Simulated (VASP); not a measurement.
Runs of VASP 6.6.1 on ZnS. The structure is that of space group P6_3mc (No. 186), or close to it. The cells are those of the table. 

```csv
cell,gap on the mesh (eV),pressure (GPa),largest force (eV/Å)
"a = 3.619, b = 3.619, c = 7.120 Å, angles 90.0, 90.0, 120.0°, 4 atoms",1.23,3.4,0.41
"a = 3.898, b = 3.898, c = 6.136 Å, angles 90.0, 90.0, 120.0°, 4 atoms",(b),0.4,0.28
"a = 4.060, b = 4.060, c = 5.658 Å, angles 90.0, 90.0, 120.0°, 4 atoms",1.97,3.9,1.83
"a = 4.142, b = 4.142, c = 5.434 Å, angles 90.0, 90.0, 120.0°, 4 atoms",(a),7.3,(c)
"a = 3.954, b = 3.954, c = 5.964 Å, angles 90.0, 90.0, 120.0°, 4 atoms",2.07,1.1,0.68
```

Alike in all rows: task single point; level PBE; potentials or basis VASP PAW PBE potentials, release 64 (Zn, S); no spin polarisation; k mesh 12 × 12 × 6; cutoff (eV) 520; smearing gaussian 0.05 eV.

Fill in the values left out.

(a) 1.69; (b) 2.11; (c) 3.17.

Caveats: forces of over 1 eV/Å act on the atoms, so gaps and moduli don't describe the material at rest (some runs).

A k mesh can miss the band edges.
